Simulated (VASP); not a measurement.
# LaPt2 (Fd-3m) in VASP: further runs

Runs on LaPt2. Level: LDA. Tasks: single point.

All numbers are computed with VASP 6.6.1; they aren't measurements. Logs are shortened: lines on timing, memory, paths and dates and some standing lists are left out, and cuts for length are marked.

**1. The cell of the first run**

The structure is cubic, space group Fd-3m (No. 227). Conventional cell: a = 7.774 Å, b = 7.774 Å, c = 7.774 Å, α = 90.00°, β = 90.00°, γ = 90.00°. Within 4.2 Å of La (site symmetry -43m) lie 12 Pt at 3.22 Å and 4 La at 3.37 Å. Within 3.6 Å of Pt (site symmetry -3m) lie 6 Pt at 2.75 Å and 6 La at 3.22 Å.

**2. Single point, LDA**

INCAR

```
SYSTEM = LaPt2
PREC = Accurate ; ENCUT = 500
EDIFF = 1E-6 ; ISMEAR = 1
SIGMA = 0.1 ; LREAL = .FALSE.
LASPH = .TRUE. ; NELM = 200
ALGO = Normal ; ISIF = 2
LWAVE = .FALSE. ; LCHARG = .TRUE.
GGA = CA ; LELF = .TRUE.
LVHAR = .TRUE. ; NBANDS = 40
GGA_COMPAT = .FALSE. ; LMAXMIX = 6
```

KPOINTS

```
regular mesh
0
G
  6 6 6
  0 0 0
```

POSCAR

```
LaPt2
1.0
    0.0000000000      3.8870000000      3.8870000000
    3.8870000000      0.0000000000      3.8870000000
    3.8870000000      3.8870000000      0.0000000000
La Pt
2 4
Direct
    0.5000000000      0.5000000000      0.5000000000
    0.7500000000      0.7500000000      0.7500000000
    0.1250000000      0.1250000000      0.1250000000
    0.6250000000      0.1250000000      0.1250000000
    0.1250000000      0.6250000000      0.1250000000
    0.1250000000      0.1250000000      0.6250000000
```

Potentials or basis: VASP PAW LDA potentials, release 64 (La, Pt).

Started as:

```console
$ cat potpaw_LDA.64/La/POTCAR potpaw_LDA.64/Pt/POTCAR > POTCAR
$ mpirun -np 1 vasp_std > vasp.out
```

OUTCAR:

```text
SYSTEM = LaPt2
   PREC = Accurate
   ENCUT = 500
   EDIFF = 1E-6
   ISMEAR = 1
   LREAL = .FALSE.
   LASPH = .TRUE.
   NELM = 200
   ISIF = 2
   GGA = CA

 ion  position               nearest neighbor table
   1  0.500  0.500  0.500-   3 3.22   5 3.22   6 3.22   3 3.22   4 3.22   6 3.22   3 3.22   4 3.22
                             5 3.22   4 3.22   5 3.22   6 3.22   2 3.37   2 3.37   2 3.37   2 3.37
   2  0.750  0.750  0.750-   4 3.22   5 3.22   6 3.22   3 3.22   4 3.22   5 3.22   3 3.22   4 3.22
                             6 3.22   3 3.22   5 3.22   6 3.22   1 3.37   1 3.37   1 3.37   1 3.37
   3  0.125  0.125  0.125-   4 2.75   5 2.75   6 2.75   6 2.75   5 2.75   4 2.75   1 3.22   2 3.22
                             1 3.22   2 3.22   1 3.22   2 3.22
   4  0.625  0.125  0.125-   3 2.75   6 2.75   5 2.75   3 2.75   5 2.75   6 2.75   2 3.22   1 3.22
                             1 3.22   2 3.22   2 3.22   1 3.22
   5  0.125  0.625  0.125-   3 2.75   6 2.75   3 2.75   4 2.75   6 2.75   4 2.75   2 3.22   1 3.22
                             2 3.22   2 3.22   1 3.22   1 3.22
   6  0.125  0.125  0.625-   3 2.75   3 2.75   4 2.75   5 2.75   5 2.75   4 2.75   1 3.22   2 3.22
                             1 3.22   2 3.22   1 3.22   2 3.22

  LATTYP: Found a face centered cubic cell.
 ALAT       =     7.7740000000

  Lattice vectors:

 A1 = (   0.0000000000,   3.8870000000,   3.8870000000)
 A2 = (   3.8870000000,   0.0000000000,   3.8870000000)
 A3 = (   3.8870000000,   3.8870000000,   0.0000000000)

Analysis of symmetry for initial positions (statically):
=====================================================================
 Subroutine PRICEL returns:
 Original cell was already a primitive cell.

 Routine SETGRP: Setting up the symmetry group for a
 face centered cubic supercell.

 Subroutine GETGRP returns: Found 48 space group operations
 (whereof 24 operations were pure point group operations)
 out of a pool of 48 trial point group operations.

The static configuration has the point symmetry T_d .
 The point group associated with its full space group is O_h .

Analysis of symmetry for dynamics (positions and initial velocities):
=====================================================================
 Subroutine PRICEL returns:
 Original cell was already a primitive cell.

 Routine SETGRP: Setting up the symmetry group for a
 face centered cubic supercell.

 Subroutine GETGRP returns: Found 48 space group operations
 (whereof 24 operations were pure point group operations)
 out of a pool of 48 trial point group operations.

The dynamic configuration has the point symmetry T_d .
 The point group associated with its full space group is O_h .

[... 103 lines left out ...]
   ISIF   =      2    stress and relaxation
   ISYM   =      2    0-nonsym 1-usesym 2-fastsym
   POTIM  = 0.5000    time-step for ionic-motion
   TEBEG  =    0.0;   TEEND  =   0.0 temperature during run
   PSTRESS=    0.0 pullay stress
   NELECT =      62.0000    total number of electrons
   NUPDOWN=      -1.0000    fix difference up-down
   EMIN   =  10.00;   EMAX   =-10.00  energy-range for DOS
   EFERMI =   0.00;   METHOD = LEGACY
   ISMEAR =     1;   SIGMA  =   0.10  broadening in eV -4-tet -1-fermi 0-gaus
   EFERMI_NEDOS =   21; number of points for ismear=-14 and -15
   IALGO  =     38    algorithm
   IMIX   =      4    mixing-type and parameters
     AMIX     =   0.40;   BMIX     =  1.00
     AMIX_MAG =   1.60;   BMIX_MAG =  1.00
  volume/ion in A,a.u.               =      19.58       132.10
  Fermi-wavevector in a.u.,A,eV,Ry     =   1.323064  2.500228 23.816976  1.750498
  Thomas-Fermi vector in A             =   2.452699
   LORBIT       =      0    0 simple, 1 ext, 2 COOP (PROOUT), +10 PAW based schemes
   GGA     = CA    functional components
   LHFCALC =     F    Hartree Fock is set to
   AEXX    =    0.0000 exact exchange contribution
   IVDW    =     0    specifies the selected vdW correction
   LEPSILON=     F    determine dielectric tensor
   LRPA    =     F    only Hartree local field effects (RPA)
 non-spin polarized calculation
 Methfessel and Paxton  Order N= 1 SIGMA  =   0.10
  energy-cutoff  :      500.00
  volume of cell :      117.46
 maximum number of plane-waves:      2998
   NGX = 21   NGY = 21   NGZ = 21

 number of electron      61.9999999 magnetization

 Free energy of the ion-electron system (eV)
  ---------------------------------------------------
  ext. energy  EPLUGINS =         0.00000000
  ---------------------------------------------------
  free energy    TOTEN  =       -47.66431240 eV

  energy without entropy =      -47.66026746  energy(sigma->0) =      -47.66296408

 E-fermi :  11.0751     XC(G=0): -12.3495

 val. band max:       11.0271765908   @ k =   0.5000   0.0000   0.0000
 cond. band min:      11.0853812013   @ k =   0.0000   0.0000   0.0000
 fundamental gap:      0.0582046104
 Fermi energy:        11.0751322891

 k-point     1 :       0.0000    0.0000    0.0000
  band No.  band energies     occupation
      1     -21.6997      2.00000
      2     -21.2597      2.00000
      3      -5.9094      2.00000
      4      -5.9094      2.00000
      5      -5.9094      2.00000
      6      -4.9917      2.00000
[... 677 lines left out ...]
     39      12.9244     -0.00000
     40      12.9251     -0.00000

------------------------ aborting loop because EDIFF is reached ----------------------------------------

  FORCE on cell =-STRESS in cart. coord.  units (eV):
  Direction    XX          YY          ZZ          XY          YZ          ZX
  --------------------------------------------------------------------------------------
  -------------------------------------------------------------------------------------
  Total       -3.6832965     -3.6832965     -3.6832965     -0.0000000     -0.0000000     -0.0000000
  in kB      -50.2427777    -50.2427777    -50.2427777     -0.0000000     -0.0000000     -0.0000000
  external PRESSURE =     -50.2427777 kB  Pullay stress =       0.0000000 kB

 VOLUME and BASIS-vectors are now :
 -----------------------------------------------------------------------------
  energy-cutoff  :      500.00
  volume of cell :      117.46
      direct lattice vectors                 reciprocal lattice vectors
     0.000000000  3.887000000  3.887000000    -0.128633908  0.128633908  0.128633908
     3.887000000  0.000000000  3.887000000     0.128633908 -0.128633908  0.128633908
     3.887000000  3.887000000  0.000000000     0.128633908  0.128633908 -0.128633908

 POSITION                                       TOTAL-FORCE (eV/Angst)
 -----------------------------------------------------------------------------------
      3.88700      3.88700      3.88700        -0.000000     -0.000000     -0.000000
      5.83050      5.83050      5.83050         0.000000      0.000000      0.000000
      0.97175      0.97175      0.97175        -0.000000     -0.000000     -0.000000
      0.97175      2.91525      2.91525        -0.000000     -0.000000     -0.000000
      2.91525      0.97175      2.91525        -0.000000     -0.000000     -0.000000
      2.91525      2.91525      0.97175        -0.000000     -0.000000     -0.000000
 -----------------------------------------------------------------------------------
    total drift:                                0.000000     -0.000000      0.000000

  FREE ENERGIE OF THE ION-ELECTRON SYSTEM (eV)
  ---------------------------------------------------
  free  energy   TOTEN  =       -47.6643123976 eV

  energy  without entropy=      -47.6602674558  energy(sigma->0) =      -47.66296408
```

OSZICAR:

```text
N       E                     dE             d eps       ncg     rms          rms(c)
DAV:   1     0.568495352470E+03    0.56850E+03   -0.23915E+04  1328   0.234E+03
DAV:   2     0.780169866052E+02   -0.49048E+03   -0.44936E+03  1520   0.414E+02
DAV:   3    -0.282921408339E+02   -0.10631E+03   -0.99096E+02  1784   0.182E+02
DAV:   4    -0.495852014605E+02   -0.21293E+02   -0.19374E+02  2504   0.640E+01
DAV:   5    -0.527248151739E+02   -0.31396E+01   -0.30006E+01  2336   0.225E+01    0.224E+01
DAV:   6    -0.516655838978E+02    0.10592E+01   -0.13794E+02  2248   0.774E+01    0.161E+01
DAV:   7    -0.482895499900E+02    0.33760E+01   -0.22227E+01  2176   0.365E+01    0.697E+00
DAV:   8    -0.477671964001E+02    0.52235E+00   -0.63653E+00  2264   0.140E+01    0.333E+00
DAV:   9    -0.476634732972E+02    0.10372E+00   -0.92273E-01  2320   0.651E+00    0.673E-01
DAV:  10    -0.476669435254E+02   -0.34702E-02   -0.47650E-02  2216   0.125E+00    0.354E-01
DAV:  11    -0.476646292203E+02    0.23143E-02   -0.78481E-03  2400   0.720E-01    0.170E-01
DAV:  12    -0.476643156579E+02    0.31356E-03   -0.27353E-03  2312   0.365E-01    0.287E-02
DAV:  13    -0.476643136435E+02    0.20144E-05   -0.24478E-04  2320   0.112E-01    0.125E-02
DAV:  14    -0.476643127405E+02    0.90294E-06   -0.15473E-05  2232   0.327E-02    0.535E-03
DAV:  15    -0.476643123976E+02    0.34289E-06   -0.12557E-06  1224   0.981E-03
   1 F= -.47664312E+02 E0= -.47662964E+02  d E =-.404494E-02
```

stdout:

```text
POSCAR found type information on POSCAR LaPt
 POSCAR found :  2 types and       6 ions
 scaLAPACK will be used
 LDA part: xc-table for (Slater(with rela. corr.)+CA(PZ))
 , standard interpolation
 POSCAR, INCAR and KPOINTS ok, starting setup
 FFT: planning ... GRIDC
 FFT: planning ... GRID_SOFT
 FFT: planning ... GRID
 WAVECAR not read
 entering main loop
```

Wall time 72 s (1 thread of Intel Xeon Platinum 8375C at 2.90GHz (Ice Lake), shared host); peak memory 0.23 GiB.

What came out:

* Free energy: -47.6643 eV
* Pressure: -5.0 GPa
* Band gap on the k mesh: zero (bands 31 and 32 overlap by 0.50 eV)

Caveat: the cell stands under tension; spin-orbit coupling is left out, which moves the levels of the heavy elements.

**3. Single point, LDA**

INCAR

```
PREC     = Accurate       # precision mode
ENCUT    = 500            # plane-wave cutoff, eV
EDIFF    = 1E-6           # SCF threshold, eV
ISMEAR   = 1              # smearing method
SIGMA    = 0.1            # smearing width, eV
LREAL    = False          # projectors in reciprocal space
LASPH    = True           # aspherical terms in the spheres
NELM     = 200            # most SCF steps
ALGO     = Normal         # electronic algorithm
ISIF     = 2              # what is computed and relaxed
LWAVE    = False          # write WAVECAR
LCHARG   = False          # write CHGCAR
GGA      = CA             # functional
NBANDS   = 40             # bands
GGA_COMPAT= False        
LMAXMIX  = 6              # l up to which the mixer works
```

KPOINTS

```
regular mesh
0
Gamma
  6 6 6
```

POSCAR is that of step 2.

Potentials or basis: VASP PAW LDA potentials, release 64 (La, Pt).

Started as:

```console
$ cat potpaw_LDA.64/La/POTCAR potpaw_LDA.64/Pt/POTCAR > POTCAR
$ mpirun -np 1 vasp_std > vasp.out
```

OUTCAR:

```text
PREC = Accurate
   ENCUT = 500
   EDIFF = 1E-6
   ISMEAR = 1
   LREAL = False
   LASPH = True
   NELM = 200
   ISIF = 2
   GGA = CA

 ion  position               nearest neighbor table
   1  0.500  0.500  0.500-   3 3.22   5 3.22   6 3.22   3 3.22   4 3.22   6 3.22   3 3.22   4 3.22
                             5 3.22   4 3.22   5 3.22   6 3.22   2 3.37   2 3.37   2 3.37   2 3.37
   2  0.750  0.750  0.750-   4 3.22   5 3.22   6 3.22   3 3.22   4 3.22   5 3.22   3 3.22   4 3.22
                             6 3.22   3 3.22   5 3.22   6 3.22   1 3.37   1 3.37   1 3.37   1 3.37
   3  0.125  0.125  0.125-   4 2.75   5 2.75   6 2.75   6 2.75   5 2.75   4 2.75   1 3.22   2 3.22
                             1 3.22   2 3.22   1 3.22   2 3.22
   4  0.625  0.125  0.125-   3 2.75   6 2.75   5 2.75   3 2.75   5 2.75   6 2.75   2 3.22   1 3.22
                             1 3.22   2 3.22   2 3.22   1 3.22
   5  0.125  0.625  0.125-   3 2.75   6 2.75   3 2.75   4 2.75   6 2.75   4 2.75   2 3.22   1 3.22
                             2 3.22   2 3.22   1 3.22   1 3.22
   6  0.125  0.125  0.625-   3 2.75   3 2.75   4 2.75   5 2.75   5 2.75   4 2.75   1 3.22   2 3.22
                             1 3.22   2 3.22   1 3.22   2 3.22

  LATTYP: Found a face centered cubic cell.
 ALAT       =     7.7740000000

  Lattice vectors:
[... 186 lines left out ...]

 k-point     1 :       0.0000    0.0000    0.0000
  band No.  band energies     occupation
      1     -21.6997      2.00000
      2     -21.2597      2.00000
      3      -5.9094      2.00000
      4      -5.9094      2.00000
      5      -5.9094      2.00000
      6      -4.9917      2.00000
[... 677 lines left out ...]
     39      12.9244     -0.00000
     40      12.9251     -0.00000

------------------------ aborting loop because EDIFF is reached ----------------------------------------

  FORCE on cell =-STRESS in cart. coord.  units (eV):
  Direction    XX          YY          ZZ          XY          YZ          ZX
  --------------------------------------------------------------------------------------
  -------------------------------------------------------------------------------------
  Total       -3.6832965     -3.6832965     -3.6832965     -0.0000000     -0.0000000     -0.0000000
  in kB      -50.2427777    -50.2427777    -50.2427777     -0.0000000     -0.0000000     -0.0000000
  external PRESSURE =     -50.2427777 kB  Pullay stress =       0.0000000 kB

 VOLUME and BASIS-vectors are now :
 -----------------------------------------------------------------------------
  energy-cutoff  :      500.00
  volume of cell :      117.46
      direct lattice vectors                 reciprocal lattice vectors
     0.000000000  3.887000000  3.887000000    -0.128633908  0.128633908  0.128633908
     3.887000000  0.000000000  3.887000000     0.128633908 -0.128633908  0.128633908
     3.887000000  3.887000000  0.000000000     0.128633908  0.128633908 -0.128633908

 POSITION                                       TOTAL-FORCE (eV/Angst)
 -----------------------------------------------------------------------------------
      3.88700      3.88700      3.88700        -0.000000     -0.000000     -0.000000
      5.83050      5.83050      5.83050         0.000000      0.000000      0.000000
      0.97175      0.97175      0.97175        -0.000000     -0.000000     -0.000000
      0.97175      2.91525      2.91525        -0.000000     -0.000000     -0.000000
      2.91525      0.97175      2.91525        -0.000000     -0.000000     -0.000000
      2.91525      2.91525      0.97175        -0.000000     -0.000000     -0.000000
 -----------------------------------------------------------------------------------
    total drift:                                0.000000     -0.000000      0.000000

  FREE ENERGIE OF THE ION-ELECTRON SYSTEM (eV)
  ---------------------------------------------------
  free  energy   TOTEN  =       -47.6643123976 eV

  energy  without entropy=      -47.6602674558  energy(sigma->0) =      -47.66296408
```

It took 70 s on 1 thread of Intel Xeon Platinum 8375C at 2.90GHz (Ice Lake), shared host; peak memory 0.24 GiB.

Results:

| Quantity | Value |
| --- | --- |
| Free energy | -47.6643 eV |
| Pressure | -5.0 GPa |
| Band gap on the k mesh | zero (bands 31 and 32 overlap by 0.50 eV) |

Levels at points of the mesh, in eV from the Fermi level:
| k point | band 27 | band 28 | band 29 | band 30 | band 31 | band 32 | band 33 | band 34 | band 35 | band 36 |
| --- | --- | --- | --- | --- | --- | --- | --- | --- | --- | --- |
| (0.00, 0.00, 0.00) | -1.59 | -1.59 | 0.01 | 0.01 | 0.01 | 0.09 | 0.09 | 0.09 | 0.13 | 1.59 |
| (0.50, 0.00, 0.00) | -2.27 | -1.81 | -1.81 | -0.05 | -0.05 | 0.09 | 0.21 | 1.51 | 1.51 | 1.54 |
| (0.50, 0.50, 0.00) | -2.07 | -2.07 | -2.00 | -2.00 | 0.06 | 0.06 | 1.03 | 1.03 | 1.45 | 1.45 |

Caveat: the cell stands under tension; spin-orbit coupling is left out, which moves the levels of the heavy elements.

[end of part 1 of 2]
